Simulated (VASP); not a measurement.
# Ag4O in VASP: notebook

Ag4O is run at these levels: PBEsol; tasks: single point.

Program: VASP 6.6.1. These are calculated values, not measurements. Logs are shortened: lines on timing, memory, paths and dates and some standing lists are left out, and cuts for length are marked.

### 1 The cell of the first run

The cell holds a slab with vacuum, 5 atoms: a = 2.867 Å, b = 2.867 Å, c = 26.022 Å, α = 90.00°, β = 90.00°, γ = 120.00°.

### 2 Single point, PBEsol

INCAR

```
ALGO = Normal
DIPOL = 0.5 0.5 0.503
EDIFF = 1E-7
ENCUT = 520
GGA = PS
IDIPOL = 3
ISIF = 2
ISMEAR = 0
LASPH = T
LCHARG = F
LDIPOL = T
LREAL = F
LWAVE = F
NBANDS = 33
NELM = 80
PREC = Accurate
SIGMA = 0.1
```

KPOINTS

```
k-points
0
Gamma
  12 12 1
```

POSCAR

```
Ag4O
1.0
    2.8669036820      0.0000000000      0.0000000000
   -1.4334518410      2.4828114189      0.0000000000
    0.0000000000      0.0000000000     26.0224511627
Ag O
4 1
Direct
    0.6666666667      0.3333333333      0.3266410203
    0.3333333333      0.6666666667      0.4165947699
    0.0000000000      0.0000000000      0.5059423969
    0.6666666667      0.3333333333      0.5948341775
    0.6666666667      0.3333333333      0.6705171006
```

Potentials or basis: VASP PAW PBE potentials, release 64 (Ag, O).

Started as:

```console
> cat potpaw_PBE.64/Ag/POTCAR potpaw_PBE.64/O/POTCAR > POTCAR
> mpirun -np 1 vasp_std > vasp.out
```

OUTCAR:

```text
EDIFF = 1E-7
   ENCUT = 520
   GGA = PS
   ISIF = 2
   ISMEAR = 0
   LASPH = T
   LREAL = F
   NELM = 80
   PREC = Accurate

 ion  position               nearest neighbor table
   1  0.667  0.333  0.327-   2 2.87   2 2.87   2 2.87
   2  0.333  0.667  0.417-   3 2.85   3 2.85   3 2.85   1 2.87   1 2.87   1 2.87
   3  0.000  0.000  0.506-   4 2.84   4 2.84   4 2.84   2 2.85   2 2.85   2 2.85
   4  0.667  0.333  0.595-   5 1.97   3 2.84   3 2.84   3 2.84
   5  0.667  0.333  0.671-   4 1.97

  LATTYP: Found a hexagonal cell.
 ALAT       =     2.8669036820
 C/A-ratio  =     9.0768487711

  Lattice vectors:

 A1 = (   2.8669036820,   0.0000000000,   0.0000000000)
 A2 = (  -1.4334518410,   2.4828114189,   0.0000000000)
 A3 = (   0.0000000000,   0.0000000000,  26.0224511627)

Analysis of symmetry for initial positions (statically):
=====================================================================
 Subroutine PRICEL returns:
 Original cell was already a primitive cell.

 Routine SETGRP: Setting up the symmetry group for a
 hexagonal supercell.

 Subroutine GETGRP returns: Found  6 space group operations
 (whereof  6 operations were pure point group operations)
 out of a pool of 24 trial point group operations.

The static configuration has the point symmetry C_3v.

Analysis of symmetry for dynamics (positions and initial velocities):
=====================================================================
 Subroutine PRICEL returns:
 Original cell was already a primitive cell.

 Routine SETGRP: Setting up the symmetry group for a
 hexagonal supercell.

 Subroutine GETGRP returns: Found  6 space group operations
 (whereof  6 operations were pure point group operations)
 out of a pool of 24 trial point group operations.

The dynamic configuration has the point symmetry C_3v.

 Subroutine INISYM returns: Found  6 space group operations
 (whereof  6 operations are pure point group operations),
 and found     1 'primitive' translations

----------------------------------------------------------------------------------------

                                     Primitive cell

  volume of cell :     185.2273

  direct lattice vectors                    reciprocal lattice vectors
     2.866903682  0.000000000  0.000000000     0.348808370  0.201384606  0.000000000
    -1.433451841  2.482811419  0.000000000     0.000000000  0.402769213  0.000000000
     0.000000000  0.000000000 26.022451163     0.000000000  0.000000000  0.038428355

  length of vectors
     2.866903682  2.866903682 26.022451163     0.402769213  0.402769213  0.038428355

  position of ions in fractional coordinates (direct lattice)
     0.666666667  0.333333333  0.326641020
     0.333333333  0.666666667  0.416594770
     0.000000000  0.000000000  0.505942397
     0.666666667  0.333333333  0.594834177
     0.666666667  0.333333333  0.670517101

  ion indices of the primitive-cell ions
   primitive index   ion index
                 1           1
                 2           2
                 3           3
                 4           4
                 5           5

----------------------------------------------------------------------------------------

 KPOINTS: k-points

Automatic generation of k-mesh.
 Grid dimensions read from file:
 generate k-points for:   12   12    1

 Generating k-lattice:

  Cartesian coordinates                     Fractional coordinates (reciprocal lattice)
     0.029067364  0.016782051  0.000000000     0.083333333  0.000000000  0.000000000
     0.000000000  0.033564101  0.000000000     0.000000000  0.083333333  0.000000000
     0.000000000  0.000000000  0.038428355     0.000000000  0.000000000  1.000000000

  Length of vectors
     0.033564101  0.033564101  0.038428355

  Shift w.r.t. Gamma in fractional coordinates (k-lattice)
     0.000000000  0.000000000  0.000000000

 Subroutine IBZKPT returns following result:
 ===========================================

 Found     19 irreducible k-points:

 Following reciprocal coordinates:
            Coordinates               Weight
  0.000000  0.000000  0.000000      1.000000
  0.083333  0.000000  0.000000      6.000000
  0.166667  0.000000  0.000000      6.000000
  0.250000  0.000000  0.000000      6.000000
  0.333333 -0.000000  0.000000      6.000000
  0.416667  0.000000  0.000000      6.000000
[... 11 lines left out ...]
  0.333333  0.250000  0.000000     12.000000
  0.333333  0.333333  0.000000      2.000000
   k-points           NKPTS =     19   k-points in BZ     NKDIM =     19   number of bands    NBANDS=     33
   number of dos      NEDOS =    301   number of ions     NIONS =      5
   total plane-waves  NPLWV = 112896
   dimension x,y,z NGX =    24 NGY =   24 NGZ =  196
   dimension x,y,z NGXF=    48 NGYF=   48 NGZF=  392
   ions per type =               4   1
   NGX,Y,Z   is equivalent  to a cutoff of  13.92, 13.92, 12.52 a.u.
   NGXF,Y,Z  is equivalent  to a cutoff of  27.83, 27.83, 25.04 a.u.
 SYSTEM =  unknown system
   PREC   = accura    normal or accurate (medium, high low for compatibility)
   ISTART =      0    job   : 0-new  1-cont  2-samecut
   ICHARG =      2    charge: 1-file 2-atom 10-const
   ISPIN  =      1    spin polarized calculation?
   LNONCOLLINEAR =      F non collinear calculations
   LSORBIT =      F    spin-orbit coupling
   LASPH  =      T    aspherical Exc in radial PAW
   ENCUT  =  520.0 eV  38.22 Ry    6.18 a.u.   5.33  5.33 48.38*2*pi/ulx,y,z
   NELM   =     80;   NELMIN=  2; NELMDL= -5     # of ELM steps
   EDIFF  = 0.1E-06   stopping-criterion for ELM
   LREAL  =      F    real-space projection
   EDIFFG = 0.1E-05   stopping-criterion for IOM
   NSW    =      0    number of steps for IOM
   IBRION =     -1    ionic relax: 0-MD 1-quasi-New 2-CG
   NFREE  =      0    steps in history (QN), initial steepest desc. (CG)
   ISIF   =      2    stress and relaxation
   ISYM   =      2    0-nonsym 1-usesym 2-fastsym
   POTIM  = 0.5000    time-step for ionic-motion
   TEBEG  =    0.0;   TEEND  =   0.0 temperature during run
   PSTRESS=    0.0 pullay stress
   NELECT =      50.0000    total number of electrons
   NUPDOWN=      -1.0000    fix difference up-down
   EMIN   =  10.00;   EMAX   =-10.00  energy-range for DOS
   EFERMI =   0.00;   METHOD = LEGACY
   ISMEAR =     0;   SIGMA  =   0.10  broadening in eV -4-tet -1-fermi 0-gaus
   EFERMI_NEDOS =   21; number of points for ismear=-14 and -15
   IALGO  =     38    algorithm
   IMIX   =      4    mixing-type and parameters
     AMIX     =   0.40;   BMIX     =  1.00
     AMIX_MAG =   1.60;   BMIX_MAG =  1.00
  volume/ion in A,a.u.               =      37.05       250.00
  Fermi-wavevector in a.u.,A,eV,Ry     =   1.058026  1.999380 15.230631  1.119420
  Thomas-Fermi vector in A             =   2.193321
   LORBIT       =      0    0 simple, 1 ext, 2 COOP (PROOUT), +10 PAW based schemes
   GGA     = PS    functional components
   LHFCALC =     F    Hartree Fock is set to
   AEXX    =    0.0000 exact exchange contribution
   IVDW    =     0    specifies the selected vdW correction
   LEPSILON=     F    determine dielectric tensor
   LRPA    =     F    only Hartree local field effects (RPA)
 non-spin polarized calculation
 Gauss-broadening in eV      SIGMA  =   0.10
  energy-cutoff  :      520.00
  volume of cell :      185.23
 maximum number of plane-waves:      5023
 NGX is ok and might be reduce to    24
   NGX = 11   NGY = 11   NGZ = 97

 dipolmoment           0.000000      0.000000     -0.079688 electrons x Angstroem

 number of electron      49.9999987 magnetization

 dipolmoment           0.000000      0.000000      0.183495 electrons x Angstroem

 Free energy of the ion-electron system (eV)
  ---------------------------------------------------
  ext. energy  EPLUGINS =         0.00000000
  ---------------------------------------------------
  free energy    TOTEN  =       -15.52005778 eV

  energy without entropy =      -15.48838707  energy(sigma->0) =      -15.50422242

 E-fermi :  -1.1496     XC(G=0):  -5.6459

 val. band max:       -1.1622874885   @ k =   0.3333   0.0833   0.0000
 cond. band min:      -1.1349553299   @ k =   0.0833   0.0833   0.0000
 fundamental gap:      0.0273321585
 Fermi energy:        -1.1496136095

 k-point     1 :       0.0000    0.0000    0.0000
  band No.  band energies     occupation
      1     -17.7723      2.00000
      2      -8.6608      2.00000
      3      -7.7045      2.00000
      4      -7.4121      2.00000
      5      -7.2450      2.00000
      6      -6.0553      2.00000
[... 25 lines left out ...]
     32       6.2114      0.00000
     33       7.5295      0.00000

 k-point     2 :       0.0833    0.0000    0.0000
  band No.  band energies     occupation
      1     -17.7310      2.00000
      2      -8.4714      2.00000
      3      -7.5386      2.00000
      4      -7.2746      2.00000
      5      -7.1097      2.00000
      6      -6.1246      2.00000
[... 25 lines left out ...]
     32       6.3801      0.00000
     33       7.7051      0.00000

 k-point     3 :       0.1667    0.0000    0.0000
  band No.  band energies     occupation
      1     -17.6157      2.00000
      2      -7.9612      2.00000
      3      -7.1644      2.00000
      4      -6.9428      2.00000
      5      -6.7981      2.00000
      6      -6.3129      2.00000
[... 25 lines left out ...]
     32       6.8765      0.00000
     33       8.2257      0.00000

 k-point     4 :       0.2500    0.0000    0.0000
  band No.  band energies     occupation
      1     -17.4525      2.00000
      2      -7.4083      2.00000
      3      -7.0314      2.00000
      4      -6.8231      2.00000
      5      -6.6537      2.00000
      6      -6.4452      2.00000
[... 25 lines left out ...]
     32       7.6672      0.00000
     33       8.8043      0.00000

 k-point     5 :       0.3333   -0.0000    0.0000
  band No.  band energies     occupation
      1     -17.2818      2.00000
      2      -7.2643      2.00000
      3      -7.1986      2.00000
      4      -7.0317      2.00000
      5      -6.8140      2.00000
      6      -6.6362      2.00000
[... 424 lines left out ...]
 k-point    17 :       0.2500    0.2500    0.0000
  band No.  band energies     occupation
      1     -17.1061      2.00000
      2      -6.9395      2.00000
      3      -6.9215      2.00000
      4      -6.7130      2.00000
      5      -6.4740      2.00000
      6      -6.3835      2.00000
[... 25 lines left out ...]
     32       6.6861      0.00000
     33       7.0417      0.00000

 k-point    18 :       0.3333    0.2500    0.0000
  band No.  band energies     occupation
      1     -17.0398      2.00000
      2      -6.9860      2.00000
      3      -6.8267      2.00000
      4      -6.6614      2.00000
      5      -6.5470      2.00000
      6      -6.4728      2.00000
[... 25 lines left out ...]
     32       6.0776      0.00000
     33       6.4672      0.00000

 k-point    19 :       0.3333    0.3333    0.0000
  band No.  band energies     occupation
      1     -17.0157      2.00000
      2      -6.7683      2.00000
      3      -6.7601      2.00000
      4      -6.7576      2.00000
      5      -6.4167      2.00000
      6      -6.4110      2.00000
[... 25 lines left out ...]
     32       5.6059      0.00000
     33       5.6358      0.00000

------------------------ aborting loop because EDIFF is reached ----------------------------------------

 vacuum level on the upper side and lower side of the slab       (xc-potential included)         2.255        -2.294

  FORCE on cell =-STRESS in cart. coord.  units (eV):
  Direction    XX          YY          ZZ          XY          YZ          ZX
  --------------------------------------------------------------------------------------
  -------------------------------------------------------------------------------------
  Total       -1.4746680     -1.4746680     -0.1999118      0.0000000      0.0000000      0.0000000
  in kB      -12.7555678    -12.7555678     -1.7291950      0.0000000      0.0000000      0.0000000
  external PRESSURE =      -9.0801102 kB  Pullay stress =       0.0000000 kB

 VOLUME and BASIS-vectors are now :
 -----------------------------------------------------------------------------
  energy-cutoff  :      520.00
  volume of cell :      185.23
      direct lattice vectors                 reciprocal lattice vectors
     2.866903682  0.000000000  0.000000000     0.348808370  0.201384606  0.000000000
    -1.433451841  2.482811419  0.000000000     0.000000000  0.402769213  0.000000000
     0.000000000  0.000000000 26.022451163     0.000000000  0.000000000  0.038428355

 POSITION                                       TOTAL-FORCE (eV/Angst)
 -----------------------------------------------------------------------------------
      1.43345      0.82760      8.50000        -0.000000      0.000000      0.087773
     -0.00000      1.65521     10.84082         0.000000     -0.000000     -0.079147
      0.00000      0.00000     13.16586         0.000000     -0.000000     -0.004883
      1.43345      0.82760     15.47904         0.000000     -0.000000     -0.045068
      1.43345      0.82760     17.44850        -0.000000      0.000000      0.041325
 -----------------------------------------------------------------------------------
    total drift:                               -0.000000      0.000000      0.000256

  FREE ENERGIE OF THE ION-ELECTRON SYSTEM (eV)
  ---------------------------------------------------
  free  energy   TOTEN  =       -15.5200577764 eV

  energy  without entropy=      -15.4883870692  energy(sigma->0) =      -15.50422242

 vacuum level on the upper side and lower side of the slab         8.073         3.417
```

Wall time 3.6 min (1 thread of Intel Xeon Platinum 8559C (Emerald Rapids), shared host); peak memory 0.36 GiB.

Results:

| Item | Value |
| --- | --- |
| Free energy | -15.5201 eV |
| Largest force | 0.088 eV/Å |
| Band gap on the k mesh | zero (band 25 reaches 2.36 eV, above the bottom of band 26 at -1.35 eV) |

Forces in eV/Å, atoms in the order of the input:
```
Ag   0.000  0.000  0.088
Ag   0.000  0.000 -0.079
Ag   0.000  0.000 -0.005
Ag   0.000  0.000 -0.045
O    0.000  0.000  0.041
```

Caveat: the PAW data sets were made with another functional, which shifts forces and pressure a little.

### 3 Single point, PBEsol

INCAR

```
PREC = Accurate
ENCUT = 520
EDIFF = 1E-7
ISMEAR = 0
SIGMA = 0.1
LREAL = False
LASPH = True
NELM = 60
ALGO = Normal
ISIF = 2
LWAVE = False
LCHARG = True
LDIPOL = True
IDIPOL = 3
DIPOL = 0.5 0.5 0.498
GGA = PS
LELF = True
LVHAR = True
LVACPOTAV = True
NBANDS = 33
```

KPOINTS

```
regular mesh
0
Gamma
  12 12 1
```

POSCAR

```
Ag4O
1.0
    2.8669036820      0.0000000000      0.0000000000
   -1.4334518410      2.4828114189      0.0000000000
    0.0000000000      0.0000000000     26.0224511627
Ag O
4 1
Direct
    0.6666666667      0.3333333333      0.3266410203
    0.3333333333      0.6666666667      0.4165947699
    0.0000000000      0.0000000000      0.5059411731
    0.6666666667      0.3333333333      0.5960204345
    0.0000000000      0.0000000000      0.6461501816
```

Potentials or basis: VASP PAW PBE potentials, release 64 (Ag, O).

Started as:

```console
> cat potpaw_PBE.64/Ag/POTCAR potpaw_PBE.64/O/POTCAR > POTCAR
> mpirun -np 1 vasp_std > vasp.out
```

Wall time 4.1 min (1 thread of Intel Xeon Platinum 8559C (Emerald Rapids), shared host); peak memory 0.36 GiB.

It converged, with:

```yaml
Free_energy: -16.4856 eV
Largest_force: 0.047 eV/Å
Band_gap_on_the_k_mesh: zero (band 25 reaches 2.62 eV, above the bottom of band 26 at -1.09 eV)
```

Forces in eV/Å, atoms in the order of the input:
```
Ag   0.000  0.000  0.047
Ag   0.000  0.000 -0.035
Ag   0.000  0.000 -0.010
Ag   0.000  0.000 -0.012
O    0.000  0.000  0.009
```

Levels at points of the mesh, in eV from the Fermi level:
```tsv
k point	band 21	band 22	band 23	band 24	band 25	band 26	band 27	band 28	band 29	band 30
(0.00, 0.00, 0.00)	-3.33	-3.15	-2.98	-2.98	-1.36	-0.24	0.26	0.26	4.16	4.83
(0.50, 0.00, 0.00)	-2.61	-2.16	-1.36	-0.06	0.26	1.10	1.55	3.75	4.58	5.36
```

Caveat: the PAW data sets were made with another functional, which shifts forces and pressure a little.

(Continued in part 2 of 2.)
